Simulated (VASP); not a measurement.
# Bi in VASP: notebook, part 2 of 2

VASP 6.6.1. The steps go on from the part before.

## (4) Single point, LDA

INCAR

```
PREC = Accurate
ENCUT = 520
EDIFF = 1E-6
ISMEAR = 0
SIGMA = 0.02
LREAL = F
LASPH = T
NELM = 100
ALGO = Normal
ISIF = 2
LWAVE = F
LCHARG = F
LDIPOL = T
IDIPOL = 3
DIPOL = 0.5 0.5 0.500
GGA = CA
NBANDS = 22
```

KPOINTS

```
regular mesh
0
Gamma
  9 9 1
```

POSCAR

```
Bi
1.0
    3.9450000000      0.0000000000      0.0000000000
   -1.9725000000      3.4164702179      0.0000000000
    0.0000000000      0.0000000000     28.0000000000
Bi
2
Direct
    0.3333333333      0.6666666667      0.5393750000
    0.6666666667      0.3333333333      0.4606250000
```

Potentials or basis: VASP PAW LDA potentials, release 64 (Bi_d).

The run is started by

```
cat potpaw_LDA.64/Bi_d/POTCAR > POTCAR
mpirun -np 1 vasp_std > vasp.out
```

OUTCAR:

```text
PREC = Accurate
   ENCUT = 520
   EDIFF = 1E-6
   ISMEAR = 0
   LREAL = F
   LASPH = T
   NELM = 100
   ISIF = 2
   GGA = CA

 ion  position               nearest neighbor table
   1  0.333  0.667  0.539-   2 3.17   2 3.17   2 3.17
   2  0.667  0.333  0.461-   1 3.17   1 3.17   1 3.17

  LATTYP: Found a hexagonal cell.
 ALAT       =     3.9450000000
 C/A-ratio  =     7.0975918885

  Lattice vectors:

 A1 = (   3.9450000000,   0.0000000000,   0.0000000000)
 A2 = (  -1.9725000000,   3.4164702179,   0.0000000000)
 A3 = (   0.0000000000,   0.0000000000,  28.0000000000)

Analysis of symmetry for initial positions (statically):
=====================================================================
 Subroutine PRICEL returns:
 Original cell was already a primitive cell.

 Routine SETGRP: Setting up the symmetry group for a
 hexagonal supercell.

 Subroutine GETGRP returns: Found 12 space group operations
 (whereof 12 operations were pure point group operations)
 out of a pool of 24 trial point group operations.

The static configuration has the point symmetry D_3d.

Analysis of symmetry for dynamics (positions and initial velocities):
=====================================================================
 Subroutine PRICEL returns:
 Original cell was already a primitive cell.

 Routine SETGRP: Setting up the symmetry group for a
 hexagonal supercell.

 Subroutine GETGRP returns: Found 12 space group operations
 (whereof 12 operations were pure point group operations)
 out of a pool of 24 trial point group operations.

The dynamic configuration has the point symmetry D_3d.

 Subroutine INISYM returns: Found 12 space group operations
 (whereof 12 operations are pure point group operations),
 and found     1 'primitive' translations

----------------------------------------------------------------------------------------

                                     Primitive cell

  volume of cell :     377.3833

  direct lattice vectors                    reciprocal lattice vectors
     3.945000000  0.000000000  0.000000000     0.253485425  0.146349878  0.000000000
    -1.972500000  3.416470218  0.000000000     0.000000000  0.292699756  0.000000000
     0.000000000  0.000000000 28.000000000     0.000000000  0.000000000  0.035714286

  length of vectors
     3.945000000  3.945000000 28.000000000     0.292699756  0.292699756  0.035714286

  position of ions in fractional coordinates (direct lattice)
     0.333333333  0.666666667  0.539375000
     0.666666667  0.333333333  0.460625000

  ion indices of the primitive-cell ions
   primitive index   ion index
                 1           1
                 2           2

----------------------------------------------------------------------------------------

 KPOINTS: regular mesh

Automatic generation of k-mesh.
 Grid dimensions read from file:
 generate k-points for:    9    9    1

 Generating k-lattice:

  Cartesian coordinates                     Fractional coordinates (reciprocal lattice)
     0.028165047  0.016261098  0.000000000     0.111111111  0.000000000  0.000000000
     0.000000000  0.032522195  0.000000000     0.000000000  0.111111111  0.000000000
     0.000000000  0.000000000  0.035714286     0.000000000  0.000000000  1.000000000

  Length of vectors
     0.032522195  0.032522195  0.035714286

  Shift w.r.t. Gamma in fractional coordinates (k-lattice)
     0.000000000  0.000000000  0.000000000

 Subroutine IBZKPT returns following result:
 ===========================================

 Found     12 irreducible k-points:

 Following reciprocal coordinates:
            Coordinates               Weight
  0.000000  0.000000  0.000000      1.000000
  0.111111 -0.000000  0.000000      6.000000
  0.222222  0.000000  0.000000      6.000000
  0.333333  0.000000  0.000000      6.000000
  0.444444  0.000000  0.000000      6.000000
  0.111111  0.111111  0.000000      6.000000
  0.222222  0.111111  0.000000     12.000000
  0.333333  0.111111  0.000000     12.000000
  0.444444  0.111111  0.000000      6.000000
  0.222222  0.222222  0.000000      6.000000
  0.333333  0.222222  0.000000     12.000000
  0.333333  0.333333  0.000000      2.000000
   k-points           NKPTS =     12   k-points in BZ     NKDIM =     12   number of bands    NBANDS=     22
   number of dos      NEDOS =    301   number of ions     NIONS =      2
   total plane-waves  NPLWV = 189000
   dimension x,y,z NGX =    30 NGY =   30 NGZ =  210
   dimension x,y,z NGXF=    60 NGYF=   60 NGZF=  420
   ions per type =               2
   NGX,Y,Z   is equivalent  to a cutoff of  12.64, 12.64, 12.47 a.u.
   NGXF,Y,Z  is equivalent  to a cutoff of  25.28, 25.28, 24.94 a.u.
 SYSTEM =  unknown system
   PREC   = accura    normal or accurate (medium, high low for compatibility)
   ISTART =      0    job   : 0-new  1-cont  2-samecut
   ICHARG =      2    charge: 1-file 2-atom 10-const
   ISPIN  =      1    spin polarized calculation?
   LNONCOLLINEAR =      F non collinear calculations
   LSORBIT =      F    spin-orbit coupling
   LASPH  =      T    aspherical Exc in radial PAW
   ENCUT  =  520.0 eV  38.22 Ry    6.18 a.u.   7.34  7.34 52.06*2*pi/ulx,y,z
   NELM   =    100;   NELMIN=  2; NELMDL= -5     # of ELM steps
   EDIFF  = 0.1E-05   stopping-criterion for ELM
   LREAL  =      F    real-space projection
   EDIFFG = 0.1E-04   stopping-criterion for IOM
   NSW    =      0    number of steps for IOM
   IBRION =     -1    ionic relax: 0-MD 1-quasi-New 2-CG
   NFREE  =      0    steps in history (QN), initial steepest desc. (CG)
   ISIF   =      2    stress and relaxation
   ISYM   =      2    0-nonsym 1-usesym 2-fastsym
   POTIM  = 0.5000    time-step for ionic-motion
   TEBEG  =    0.0;   TEEND  =   0.0 temperature during run
   PSTRESS=    0.0 pullay stress
   NELECT =      30.0000    total number of electrons
   NUPDOWN=      -1.0000    fix difference up-down
   EMIN   =  10.00;   EMAX   =-10.00  energy-range for DOS
   EFERMI =   0.00;   METHOD = LEGACY
   ISMEAR =     0;   SIGMA  =   0.02  broadening in eV -4-tet -1-fermi 0-gaus
   EFERMI_NEDOS =   21; number of points for ismear=-14 and -15
   IALGO  =     38    algorithm
   IMIX   =      4    mixing-type and parameters
     AMIX     =   0.40;   BMIX     =  1.00
     AMIX_MAG =   1.60;   BMIX_MAG =  1.00
  volume/ion in A,a.u.               =     188.69      1273.35
  Fermi-wavevector in a.u.,A,eV,Ry     =   0.703916  1.330209  6.741662  0.495498
  Thomas-Fermi vector in A             =   1.789017
   LORBIT       =      0    0 simple, 1 ext, 2 COOP (PROOUT), +10 PAW based schemes
   GGA     = CA    functional components
   LHFCALC =     F    Hartree Fock is set to
   AEXX    =    0.0000 exact exchange contribution
   IVDW    =     0    specifies the selected vdW correction
   LEPSILON=     F    determine dielectric tensor
   LRPA    =     F    only Hartree local field effects (RPA)
 non-spin polarized calculation
 Gauss-broadening in eV      SIGMA  =   0.02
  energy-cutoff  :      520.00
  volume of cell :      377.38
 maximum number of plane-waves:     10263
 NGX is ok and might be reduce to    30
   NGX = 15   NGY = 15   NGZ =105

 dipolmoment           0.000000      0.000000      0.000000 electrons x Angstroem

 number of electron      29.9999996 magnetization

 dipolmoment           0.000000      0.000000     -0.000000 electrons x Angstroem

 Free energy of the ion-electron system (eV)
  ---------------------------------------------------
  ext. energy  EPLUGINS =         0.00000000
  ---------------------------------------------------
  free energy    TOTEN  =        -8.15521910 eV

  energy without entropy =       -8.15335612  energy(sigma->0) =       -8.15428761

 E-fermi :  -1.8598     XC(G=0):  -2.3453

 val. band max:       -2.1762535626   @ k =   0.3333   0.0000   0.0000
 cond. band min:      -1.8590569927   @ k =   0.3333   0.2222   0.0000
 fundamental gap:      0.3171965699
 Fermi energy:        -1.8598311849

 k-point     1 :       0.0000    0.0000    0.0000
  band No.  band energies     occupation
      1     -25.0379      2.00000
      2     -25.0379      2.00000
      3     -24.9729      2.00000
      4     -24.9553      2.00000
      5     -24.9553      2.00000
      6     -24.8651      2.00000
[... 274 lines left out ...]
      6     -24.9015      2.00000
[... 14 lines left out ...]
     21       4.5999      0.00000
     22       4.9712      0.00000

------------------------ aborting loop because EDIFF is reached ----------------------------------------

 vacuum level on the upper side and lower side of the slab       (xc-potential included)        -0.007        -0.007

  FORCE on cell =-STRESS in cart. coord.  units (eV):
  Direction    XX          YY          ZZ          XY          YZ          ZX
  --------------------------------------------------------------------------------------
  -------------------------------------------------------------------------------------
  Total       -1.7229975     -1.7229975     -3.0387151      0.0000000      0.0000000     -0.0000000
  in kB       -7.3149701     -7.3149701    -12.9008371      0.0000000      0.0000000     -0.0000000
  external PRESSURE =      -9.1769258 kB  Pullay stress =       0.0000000 kB

 VOLUME and BASIS-vectors are now :
 -----------------------------------------------------------------------------
  energy-cutoff  :      520.00
  volume of cell :      377.38
      direct lattice vectors                 reciprocal lattice vectors
     3.945000000  0.000000000  0.000000000     0.253485425  0.146349878  0.000000000
    -1.972500000  3.416470218  0.000000000     0.000000000  0.292699756  0.000000000
     0.000000000  0.000000000 28.000000000     0.000000000  0.000000000  0.035714286

 POSITION                                       TOTAL-FORCE (eV/Angst)
 -----------------------------------------------------------------------------------
     -0.00000      2.27765     15.10250         0.000000     -0.000000     -1.363049
      1.97250      1.13882     12.89750        -0.000000      0.000000      1.363049
 -----------------------------------------------------------------------------------
    total drift:                               -0.000000      0.000000     -0.000000

  FREE ENERGIE OF THE ION-ELECTRON SYSTEM (eV)
  ---------------------------------------------------
  free  energy   TOTEN  =        -8.1552190951 eV

  energy  without entropy=       -8.1533561239  energy(sigma->0) =       -8.15428761

 vacuum level on the upper side and lower side of the slab         1.922         1.922
```

It took 80 s on 1 thread of Intel Xeon 6975P-C (Granite Rapids), shared host; peak memory 0.36 GiB.

What came out:

| Item | Value |
| --- | --- |
| Free energy | -8.1552 eV |
| Largest force | 1.363 eV/Å |
| Band gap on the k mesh | zero (bands 15 and 16 overlap by 1.51 eV) |

Forces in eV/Å, atoms in the order of the input:
```
Bi   0.000  0.000 -1.363
Bi   0.000  0.000  1.363
```

Levels at points of the mesh, in eV from the Fermi level:
| k point | band 12 | band 13 | band 14 | band 15 | band 16 | band 17 | band 18 | band 19 |
| --- | --- | --- | --- | --- | --- | --- | --- | --- |
| (0.00, 0.00, 0.00) | -10.06 | -2.66 | 0.81 | 1.04 | 1.04 | 2.81 | 2.81 | 3.31 |

Caveat: spin-orbit coupling is left out, which moves the levels of the heavy elements.

## (5) Single point, LDA

INCAR

```
SYSTEM = Bi
PREC = Accurate
ENCUT = 520
EDIFF = 1E-7
ISMEAR = 0
SIGMA = 0.02
LREAL = .FALSE.
LASPH = .TRUE.
NELM = 80
ALGO = Normal
ISIF = 2
LWAVE = .FALSE.
LCHARG = .FALSE.
LDIPOL = .TRUE.
IDIPOL = 3
DIPOL = 0.5 0.5 0.500
NBANDS = 22
```

KPOINTS

```
Automatic mesh
0
G
  9 9 1
  0 0 0
```

POSCAR

```
Bi
1.0
    3.9450000000      0.0000000000      0.0000000000
   -1.9725000000      3.4164702179      0.0000000000
    0.0000000000      0.0000000000     28.0000000000
Bi
2
Direct
    0.3333333333      0.6666666667      0.5065714286
    0.6666666667      0.3333333333      0.4934285714
```

Potentials or basis: VASP PAW LDA potentials, release 64 (Bi_d).

The run is started by

```
cat potpaw_LDA.64/Bi_d/POTCAR > POTCAR
mpirun -np 1 vasp_std > vasp.out
```

OUTCAR:

```text
SYSTEM = Bi
   PREC = Accurate
   ENCUT = 520
   EDIFF = 1E-7
   ISMEAR = 0
   LREAL = .FALSE.
   LASPH = .TRUE.
   NELM = 80
   ISIF = 2

 ion  position               nearest neighbor table
   1  0.333  0.667  0.507-   2 2.31   2 2.31   2 2.31
   2  0.667  0.333  0.493-   1 2.31   1 2.31   1 2.31

  LATTYP: Found a hexagonal cell.
 ALAT       =     3.9450000000
 C/A-ratio  =     7.0975918885

  Lattice vectors:

 A1 = (   3.9450000000,   0.0000000000,   0.0000000000)
 A2 = (  -1.9725000000,   3.4164702179,   0.0000000000)
 A3 = (   0.0000000000,   0.0000000000,  28.0000000000)

Analysis of symmetry for initial positions (statically):
=====================================================================
 Subroutine PRICEL returns:
 Original cell was already a primitive cell.

 Routine SETGRP: Setting up the symmetry group for a
 hexagonal supercell.

 Subroutine GETGRP returns: Found 12 space group operations
 (whereof 12 operations were pure point group operations)
 out of a pool of 24 trial point group operations.

The static configuration has the point symmetry D_3d.

Analysis of symmetry for dynamics (positions and initial velocities):
=====================================================================
 Subroutine PRICEL returns:
 Original cell was already a primitive cell.

 Routine SETGRP: Setting up the symmetry group for a
 hexagonal supercell.

 Subroutine GETGRP returns: Found 12 space group operations
 (whereof 12 operations were pure point group operations)
 out of a pool of 24 trial point group operations.

The dynamic configuration has the point symmetry D_3d.

 Subroutine INISYM returns: Found 12 space group operations
 (whereof 12 operations are pure point group operations),
 and found     1 'primitive' translations

----------------------------------------------------------------------------------------

[... 101 lines left out ...]
  Fermi-wavevector in a.u.,A,eV,Ry     =   0.703916  1.330209  6.741662  0.495498
  Thomas-Fermi vector in A             =   1.789017
   LORBIT       =      0    0 simple, 1 ext, 2 COOP (PROOUT), +10 PAW based schemes
   GGA     = CA    functional components
   LHFCALC =     F    Hartree Fock is set to
   AEXX    =    0.0000 exact exchange contribution
   IVDW    =     0    specifies the selected vdW correction
   LEPSILON=     F    determine dielectric tensor
   LRPA    =     F    only Hartree local field effects (RPA)
 non-spin polarized calculation
 Gauss-broadening in eV      SIGMA  =   0.02
  energy-cutoff  :      520.00
  volume of cell :      377.38
 maximum number of plane-waves:     10263
 NGX is ok and might be reduce to    30
   NGX = 15   NGY = 15   NGZ =105

 number of electron      30.0000006 magnetization

 dipolmoment           0.000000      0.000000     -0.000000 electrons x Angstroem

 Free energy of the ion-electron system (eV)
  ---------------------------------------------------
  ext. energy  EPLUGINS =         0.00000000
  ---------------------------------------------------
  free energy    TOTEN  =         1.44122280 eV

  energy without entropy =        1.44346218  energy(sigma->0) =        1.44234249

 E-fermi :  -1.2719     XC(G=0):  -1.9354

 val. band max:       -1.4358096019   @ k =   0.4444   0.1111   0.0000
 cond. band min:      -1.2677119802   @ k =   0.3333   0.1111   0.0000
 fundamental gap:      0.1680976217
 Fermi energy:        -1.2718760142

 k-point     1 :       0.0000    0.0000    0.0000
  band No.  band energies     occupation
      1     -27.5052      2.00000
      2     -27.5052      2.00000
      3     -27.2085      2.00000
      4     -26.9654      2.00000
      5     -26.9654      2.00000
      6     -25.9108      2.00000
[... 289 lines left out ...]
     21       4.0843      0.00000
     22       5.6888      0.00000

------------------------ aborting loop because EDIFF is reached ----------------------------------------

 vacuum level on the upper side and lower side of the slab       (xc-potential included)        -0.007        -0.007

  FORCE on cell =-STRESS in cart. coord.  units (eV):
  Direction    XX          YY          ZZ          XY          YZ          ZX
  --------------------------------------------------------------------------------------
  -------------------------------------------------------------------------------------
  Total       45.3299006     45.3299006      2.3258586      0.0000000      0.0000000     -0.0000000
  in kB      192.4476759    192.4476759      9.8744112      0.0000000      0.0000000     -0.0000000
  external PRESSURE =     131.5899210 kB  Pullay stress =       0.0000000 kB

 VOLUME and BASIS-vectors are now :
 -----------------------------------------------------------------------------
  energy-cutoff  :      520.00
  volume of cell :      377.38
      direct lattice vectors                 reciprocal lattice vectors
     3.945000000  0.000000000  0.000000000     0.253485425  0.146349878  0.000000000
    -1.972500000  3.416470218  0.000000000     0.000000000  0.292699756  0.000000000
     0.000000000  0.000000000 28.000000000     0.000000000  0.000000000  0.035714286

 POSITION                                       TOTAL-FORCE (eV/Angst)
 -----------------------------------------------------------------------------------
     -0.00000      2.27765     14.18400         0.000000     -0.000000      6.421057
      1.97250      1.13882     13.81600        -0.000000      0.000000     -6.421057
 -----------------------------------------------------------------------------------
    total drift:                                0.000000      0.000000      0.000000

  FREE ENERGIE OF THE ION-ELECTRON SYSTEM (eV)
  ---------------------------------------------------
  free  energy   TOTEN  =         1.4412228044 eV

  energy  without entropy=        1.4434621809  energy(sigma->0) =        1.44234249

 vacuum level on the upper side and lower side of the slab         1.960         1.960
```

OSZICAR:

```text
N       E                     dE             d eps       ncg     rms          rms(c)
DAV:   1     0.239213942970E+03    0.23921E+03   -0.14260E+04   712   0.103E+03
DAV:   2     0.194742473292E+02   -0.21974E+03   -0.21285E+03   592   0.284E+02
DAV:   3     0.174038675146E+01   -0.17734E+02   -0.17413E+02   666   0.106E+02
[... 14 lines left out ...]
DAV:  18     0.144122734962E+01   -0.33544E-05   -0.62938E-08   490   0.224E-03    0.228E-04
DAV:  19     0.144122353482E+01   -0.38148E-05   -0.98877E-08   472   0.130E-03    0.116E-04
DAV:  20     0.144122319470E+01   -0.34012E-06   -0.21519E-09   480   0.526E-04    0.479E-05
DAV:  21     0.144122284507E+01   -0.34963E-06   -0.34277E-09   434   0.328E-04    0.193E-05
DAV:  22     0.144122280440E+01   -0.40669E-07   -0.87009E-11   446   0.284E-04
   1 F= 0.14412228E+01 E0= 0.14423425E+01  d E =-.223938E-02
```

It took 76 s on 1 thread of Intel Xeon 6975P-C (Granite Rapids), shared host; peak memory 0.36 GiB.

Results:

| Property | Result |
| --- | --- |
| Free energy | 1.4412 eV |
| Largest force | 6.421 eV/Å |
| Band gap on the k mesh | zero (bands 15 and 16 overlap by 1.11 eV) |

Forces on the atoms (eV/Å):
```
Bi   0.000  0.000  6.421
Bi   0.000  0.000 -6.421
```

Caveat: spin-orbit coupling is left out, which moves the levels of the heavy elements.

## (6) Single point, LDA

INCAR

```
SYSTEM = Bi
  ALGO = Normal
  DIPOL = 0.5 0.5 0.500
  EDIFF = 1E-7
  ENCUT = 520
  GGA = CA
  IDIPOL = 3
  ISIF = 2
  ISMEAR = 0
  LASPH = .TRUE.
  LCHARG = .FALSE.
  LDIPOL = .TRUE.
  LREAL = .FALSE.
  LWAVE = .FALSE.
  NBANDS = 22
  NELM = 60
  PREC = Accurate
  SIGMA = 0.02
```

KPOINTS

```
k-points
0
G
  9 9 1
  0 0 0
```

POSCAR

```
Bi
1.0
    3.9450000000      0.0000000000      0.0000000000
   -1.9725000000      3.4164702179      0.0000000000
    0.0000000000      0.0000000000     28.0000000000
Bi
2
Direct
    0.3333333333      0.6666666667      0.5196964286
    0.6666666667      0.3333333333      0.4803035714
```

Potentials or basis: VASP PAW LDA potentials, release 64 (Bi_d).

The run is started by

```
cat potpaw_LDA.64/Bi_d/POTCAR > POTCAR
mpirun -np 1 vasp_std > vasp.out
```

Wall time 79 s (1 thread of Intel Xeon 6975P-C (Granite Rapids), shared host); peak memory 0.36 GiB.

The run converged. Its results:

| Item | Value |
| --- | --- |
| Free energy | -5.1875 eV |
| Largest force | 9.010 eV/Å |
| Band gap on the k mesh | zero (bands 15 and 16 overlap by 0.10 eV) |

Forces on the atoms (eV/Å):
```
Bi   0.000  0.000  9.010
Bi   0.000  0.000 -9.010
```

Levels at points of the mesh, in eV from the Fermi level:
```
           k point  band 12  band 13  band 14  band 15  band 16  band 17  band 18  band 19
(0.00, 0.00, 0.00)    -7.45    -1.35    -1.35    -0.50    -0.12     2.67     2.67     3.90
```

Caveat: spin-orbit coupling is left out, which moves the levels of the heavy elements.

## (7) Overview

```tsv
cell	gap on the mesh (eV)	largest force (eV/Å)
as given, atomic positions A	none	9.59
as given, atomic positions B	0.91	4.35
as given, atomic positions C	none	1.36
as given, atomic positions D	none	6.42
as given, atomic positions E	none	9.01
```

Alike in all rows: task single point; level LDA; potentials or basis VASP PAW LDA potentials, release 64 (Bi_d); no spin polarisation; k mesh 9 × 9 × 1; cutoff (eV) 520; smearing gaussian 0.02 eV.

Caveats: spin-orbit coupling is left out, which moves the levels of the heavy elements.

Absolute energies hang on the potentials; compare differences alone.

The gap in the log of VASP goes by the Fermi energy; the results here count the filled bands.